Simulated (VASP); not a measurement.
# Sn (Fd-3m) in VASP: notebook

The runs below take Sn through relaxation of cell and atoms, single point, with r2SCAN.

Everything below comes from runs of VASP 6.6.1. Logs are shortened: lines on timing, memory, paths and dates and some standing lists are left out, and cuts for length are marked.

**1. The cell of the first run**

Symmetry: Fd-3m, No. 227, cubic system. The conventional cell has a = 6.355 Å, b = 6.355 Å, c = 6.355 Å, α = 90.00°, β = 90.00°, γ = 90.00°. Within 3.6 Å of Sn (site symmetry -43m) lie 4 Sn at 2.75 Å.

This isn't the form of Sn at room conditions, which is tetragonal (white tin).

**2. Relaxation of cell and atoms, r2SCAN, target pressure 5 GPa, at which the enthalpy is minimised**

Contents of POSCAR:

```
Sn
1.0
    0.0000000000      3.1776789532      3.1776789532
    3.1776789532      0.0000000000      3.1776789532
    3.1776789532      3.1776789532      0.0000000000
Sn
2
Direct
    0.0000000000      0.0000000000      0.0000000000
    0.2500000000      0.2500000000      0.2500000000
```

Contents of INCAR.step1:

```
  PREC = Accurate
  ENCUT = 600
  ISMEAR = 0
  SIGMA = 0.1
  LREAL = False
  LASPH = True
  NELM = 100
  GGA = PE
  ALGO = Normal
  EDIFF = 1E-4
  LWAVE = True
  LCHARG = False
```

Contents of INCAR.step2:

```
  PREC = Accurate
  ENCUT = 600
  EDIFF = 1E-6
  ISMEAR = 0
  SIGMA = 0.1
  LREAL = False
  LASPH = True
  NELM = 100
  ALGO = Normal
  ISIF = 3
  LWAVE = False
  LCHARG = False
  METAGGA = R2SCAN
  LMIXTAU = True
  IBRION = 2
  NSW = 70
  EDIFFG = -0.008
  PSTRESS = 50.0
  ISTART = 1
```

Contents of KPOINTS:

```
Automatic mesh
0
Gamma
  12 12 12
```

Potentials or basis: VASP PAW PBE potentials, release 64 (Sn_d).

Started as:

```console
> cat potpaw_PBE.64/Sn_d/POTCAR > POTCAR
> cp INCAR.step1 INCAR
> mpirun -np 1 vasp_std > vasp.out
> cp INCAR.step2 INCAR
> mpirun -np 1 vasp_std > vasp.out
```

OUTCAR:

```text
PREC = Accurate
   ENCUT = 600
   EDIFF = 1E-6
   ISMEAR = 0
   LREAL = False
   LASPH = True
   NELM = 100
   ISIF = 3
   METAGGA = R2SCAN
   IBRION = 2
   NSW = 70
   EDIFFG = -0.008
   PSTRESS = 50.0
   ISTART = 1

 ion  position               nearest neighbor table
   1  0.000  0.000  0.000-   2 2.75   2 2.75   2 2.75   2 2.75
   2  0.250  0.250  0.250-   1 2.75   1 2.75   1 2.75   1 2.75

  LATTYP: Found a face centered cubic cell.
 ALAT       =     6.3553579064

  Lattice vectors:

 A1 = (   0.0000000000,   3.1776789532,   3.1776789532)
 A2 = (   3.1776789532,   0.0000000000,   3.1776789532)
 A3 = (   3.1776789532,   3.1776789532,   0.0000000000)

Analysis of symmetry for initial positions (statically):
=====================================================================
 Subroutine PRICEL returns:
 Original cell was already a primitive cell.

 Routine SETGRP: Setting up the symmetry group for a
 face centered cubic supercell.

 Subroutine GETGRP returns: Found 48 space group operations
 (whereof 24 operations were pure point group operations)
 out of a pool of 48 trial point group operations.

The static configuration has the point symmetry T_d .
 The point group associated with its full space group is O_h .

Analysis of symmetry for dynamics (positions and initial velocities):
=====================================================================
 Subroutine PRICEL returns:
 Original cell was already a primitive cell.

 Routine SETGRP: Setting up the symmetry group for a
 face centered cubic supercell.

 Subroutine GETGRP returns: Found 48 space group operations
 (whereof 24 operations were pure point group operations)
 out of a pool of 48 trial point group operations.

The dynamic configuration has the point symmetry T_d .
 The point group associated with its full space group is O_h .

 Subroutine INISYM returns: Found 48 space group operations
 (whereof 24 operations are pure point group operations),
 and found     1 'primitive' translations

----------------------------------------------------------------------------------------

                                     Primitive cell

  volume of cell :      64.1741

  direct lattice vectors                    reciprocal lattice vectors
     0.000000000  3.177678953  3.177678953    -0.157347551  0.157347551  0.157347551
     3.177678953  0.000000000  3.177678953     0.157347551 -0.157347551  0.157347551
     3.177678953  3.177678953  0.000000000     0.157347551  0.157347551 -0.157347551
[... 86 lines left out ...]
   EDIFFG = -.8E-02   stopping-criterion for IOM
   NSW    =     70    number of steps for IOM
   IBRION =      2    ionic relax: 0-MD 1-quasi-New 2-CG
   NFREE  =      1    steps in history (QN), initial steepest desc. (CG)
   ISIF   =      3    stress and relaxation
   ISYM   =      2    0-nonsym 1-usesym 2-fastsym
   POTIM  = 0.5000    time-step for ionic-motion
   TEBEG  =    0.0;   TEEND  =   0.0 temperature during run
   PSTRESS=   50.0 pullay stress
   NELECT =      28.0000    total number of electrons
   NUPDOWN=      -1.0000    fix difference up-down
   EMIN   =  10.00;   EMAX   =-10.00  energy-range for DOS
   EFERMI =   0.00;   METHOD = LEGACY
   ISMEAR =     0;   SIGMA  =   0.10  broadening in eV -4-tet -1-fermi 0-gaus
   EFERMI_NEDOS =   21; number of points for ismear=-14 and -15
   IALGO  =     38    algorithm
   IMIX   =      4    mixing-type and parameters
     AMIX     =   0.40;   BMIX     =  1.00
     AMIX_MAG =   1.60;   BMIX_MAG =  1.00
  volume/ion in A,a.u.               =      32.09       216.53
  Fermi-wavevector in a.u.,A,eV,Ry     =   1.241674  2.346423 20.976832  1.541754
  Thomas-Fermi vector in A             =   2.376061
   LORBIT       =      0    0 simple, 1 ext, 2 COOP (PROOUT), +10 PAW based schemes
   METAGGA = R2SCAN    functional components
   LHFCALC =     F    Hartree Fock is set to
   AEXX    =    0.0000 exact exchange contribution
   IVDW    =     0    specifies the selected vdW correction
   LEPSILON=     F    determine dielectric tensor
   LRPA    =     F    only Hartree local field effects (RPA)
 conjugate gradient relaxation of ions
 non-spin polarized calculation
 Gauss-broadening in eV      SIGMA  =   0.10
  energy-cutoff  :      600.00
  volume of cell :       64.17
 maximum number of plane-waves:      2168
   NGX = 17   NGY = 17   NGZ = 17

--------------------------------------- Ionic step        1  -------------------------------------------

 number of electron      28.0000003 magnetization

 Free energy of the ion-electron system (eV)
  ---------------------------------------------------
  ext. energy  EPLUGINS =         0.00000000
  ---------------------------------------------------
  free energy    TOTEN  =       -49.39577820 eV

  energy without entropy =      -49.39569364  energy(sigma->0) =      -49.39573592

------------------------ aborting loop because EDIFF is reached ----------------------------------------

  FORCE on cell =-STRESS in cart. coord.  units (eV):
  Direction    XX          YY          ZZ          XY          YZ          ZX
  --------------------------------------------------------------------------------------
  -------------------------------------------------------------------------------------
  Total        2.1463430      2.1463430      2.1463430     -0.0000000     -0.0000000     -0.0000000
  in kB       53.5857940     53.5857940     53.5857940     -0.0000000     -0.0000000     -0.0000000
  external PRESSURE =       3.5857940 kB  Pullay stress =      50.0000000 kB
[... 63 lines left out ...]
--------------------------------------- Ionic step        3  -------------------------------------------

 number of electron      28.0000004 magnetization

 Free energy of the ion-electron system (eV)
  ---------------------------------------------------
  ext. energy  EPLUGINS =         0.00000000
  ---------------------------------------------------
  free energy    TOTEN  =       -49.40664169 eV

  energy without entropy =      -49.40654139  energy(sigma->0) =      -49.40659154

 E-fermi :   6.2927     XC(G=0):  -9.8693

 val. band max:        6.2238729963   @ k =   0.0000   0.0000   0.0000
 cond. band min:       6.2932115536   @ k =   0.0000   0.0000   0.0000
 fundamental gap:      0.0693385574
 Fermi energy:         6.2926671930

 k-point     1 :       0.0000    0.0000    0.0000
  band No.  band energies     occupation
      1     -16.3190      2.00000
      2     -16.3190      2.00000
      3     -16.3190      2.00000
      4     -16.2436      2.00000
      5     -16.2436      2.00000
      6     -15.8670      2.00000
[... 481 lines left out ...]
      5     -16.1335      2.00000
      6     -15.9727      2.00000
[... 10 lines left out ...]
     17      10.4302      0.00000
     18      12.7772      0.00000

 [... further k-points ...]
[... 5 lines left out ...]
  --------------------------------------------------------------------------------------
  -------------------------------------------------------------------------------------
  Total        2.0156400      2.0156400      2.0156400     -0.0000000     -0.0000000     -0.0000000
  in kB       50.0603915     50.0603915     50.0603915     -0.0000000     -0.0000000     -0.0000000
  external PRESSURE =       0.0603915 kB  Pullay stress =      50.0000000 kB
[... 21 lines left out ...]
  energy  without entropy=      -49.4065413936  energy(sigma->0) =      -49.40659154

  enthalpy is  TOTEN    =       -47.3934333030 eV   P V=        2.0132083907

 reached required accuracy - stopping structural energy minimisation
```

OUTCAR.step1:

```text
PREC = Accurate
   ENCUT = 600
   ISMEAR = 0
   LREAL = False
   LASPH = True
[... 727 lines left out ...]
      0.00000      0.00000      0.00000         0.000000      0.000000      0.000000
      1.58884      1.58884      1.58884        -0.000000     -0.000000     -0.000000
 -----------------------------------------------------------------------------------
    total drift:                                0.000000      0.000000      0.000000

  FREE ENERGIE OF THE ION-ELECTRON SYSTEM (eV)
  ---------------------------------------------------
  free  energy   TOTEN  =        -7.5143796878 eV

  energy  without entropy=       -7.5139591735  energy(sigma->0) =       -7.51416943
```

Wall time 9.4 min (1 thread of Intel Xeon 8259CL, shared host); peak memory 0.28 GiB.

What came out:

| Quantity | Value |
| --- | --- |
| Free energy | -49.4066 eV |
| Relaxed volume | 32.26 Å³/atom |
| Relaxed cell | a = 4.502 Å, b = 4.502 Å, c = 4.502 Å, α = 60.00°, β = 60.00°, γ = 60.00° |
| Space group after relaxing (to 0.1 Å) | Fd-3m (No. 227) |
| Energy change on relaxing (the run minimises the enthalpy) | -5.4 meV/atom |
| Ionic steps | 3 |
| Pressure after relaxing | 5.0 GPa |

Step by step:
| step | energy change (eV) | largest force (eV/Å) | pressure (GPa) | volume (Å³) |
| --- | --- | --- | --- | --- |
| 1 | 0.0000 | 0.0000 | 5.36 | 64.17 |
| 2 | -0.0209 | 0.0000 | 4.68 | 64.84 |
| 3 | -0.0109 | 0.0000 | 5.01 | 64.51 |

Final structure:
```
Sn
1.0
     0.00000    3.18322    3.18322
     3.18322    0.00000    3.18322
     3.18322    3.18322    0.00000
Sn
2
Direct
  0.00000 0.00000 0.00000
  0.25000 0.25000 0.25000
```

Levels at points of the mesh, in eV from the Fermi level:
| k point | band 10 | band 11 | band 12 | band 13 | band 14 | band 15 | band 16 | band 17 | band 18 |
| --- | --- | --- | --- | --- | --- | --- | --- | --- | --- |
| (0.00, 0.00, 0.00) | -22.13 | -11.62 | -0.07 | -0.07 | -0.07 | 0.00 | 2.15 | 2.15 | 2.15 |
| (0.50, 0.00, 0.00) | -22.09 | -9.78 | -6.92 | -1.44 | -1.44 | 0.20 | 3.31 | 3.31 | 5.84 |
| (0.50, 0.50, 0.00) | -22.06 | -8.15 | -8.15 | -2.96 | -2.96 | 0.78 | 0.78 | 8.47 | 8.47 |

Caveat: the cell is relaxed towards a set pressure, so the run minimises the enthalpy, not the energy; the PAW data sets were made with another functional, which shifts forces and pressure a little; spin-orbit coupling is left out, which moves the levels of the heavy elements.

**3. Single point, r2SCAN (equal strain along all axes, cell held: -2.0 %)**

Contents of POSCAR:

```
Sn
1.0
    3.2166205970      3.2166205970      0.0000000000
   -3.2166205970      3.2166205970      0.0000000000
    0.0000000000      0.0000000000      6.4332411939
Sn
4
Direct
    0.0000000000      0.0000000000      0.5000000000
    0.0000000000      0.5000000000      0.2500000000
    0.5000000000      0.5000000000      0.0000000000
    0.5000000000      0.0000000000      0.7500000000
```

Contents of INCAR.step1:

```
PREC = Accurate
ENCUT = 520
ISMEAR = 0
SIGMA = 0.1
LREAL = F
LASPH = T
NELM = 80
NBANDS = 36
GGA = PE
ALGO = Normal
EDIFF = 1E-4
LWAVE = T
LCHARG = F
```

Contents of INCAR.step2:

```
PREC = Accurate
ENCUT = 520
EDIFF = 1E-6
ISMEAR = 0
SIGMA = 0.1
LREAL = F
LASPH = T
NELM = 80
ALGO = Normal
ISIF = 2
LWAVE = F
LCHARG = F
METAGGA = R2SCAN
LMIXTAU = T
NBANDS = 36
ISTART = 1
```

Contents of KPOINTS:

```
regular mesh
0
Gamma
  12 12 8
```

Potentials or basis: VASP PAW PBE potentials, release 64 (Sn_d).

Started as:

```console
> cat potpaw_PBE.64/Sn_d/POTCAR > POTCAR
> cp INCAR.step1 INCAR
> mpirun -np 1 vasp_std > vasp.out
> cp INCAR.step2 INCAR
> mpirun -np 1 vasp_std > vasp.out
```

Wall time 41 min (1 thread of Oxide Virtual Turin-like, shared host); peak memory 0.54 GiB.

Results (log left out):

* Free energy: -98.9143 eV
* Pressure: 3.0 GPa
* Band gap on the k mesh: zero (filled and empty bands touch)

Levels at points of the mesh, in eV from the Fermi level:
```csv
k point,band 26,band 27,band 28,band 29,band 30,band 31
"(0.00, 0.00, 0.00)",-0.22,-0.05,-0.05,-0.05,0.83,0.83
"(0.50, 0.00, 0.00)",-3.39,-1.44,-1.44,1.69,1.69,4.11
"(0.50, 0.50, 0.00)",-2.83,-2.83,-2.83,0.83,0.83,0.83
"(0.00, 0.00, 0.50)",-1.89,-1.89,-1.89,0.98,0.98,2.36
"(0.50, 0.00, 0.50)",-1.37,-1.37,-1.37,0.14,0.14,3.32
"(0.50, 0.50, 0.50)",-3.44,-3.44,-3.44,3.68,3.68,3.68
```

Caveat: the cell differs from its parent crystal (equal strain along all axes, cell held: -2.0 %); the cell stands under pressure; the PAW data sets were made with another functional, which shifts forces and pressure a little; spin-orbit coupling is left out, which moves the levels of the heavy elements.

The gap in the log of VASP goes by the Fermi energy; the results here count the filled bands.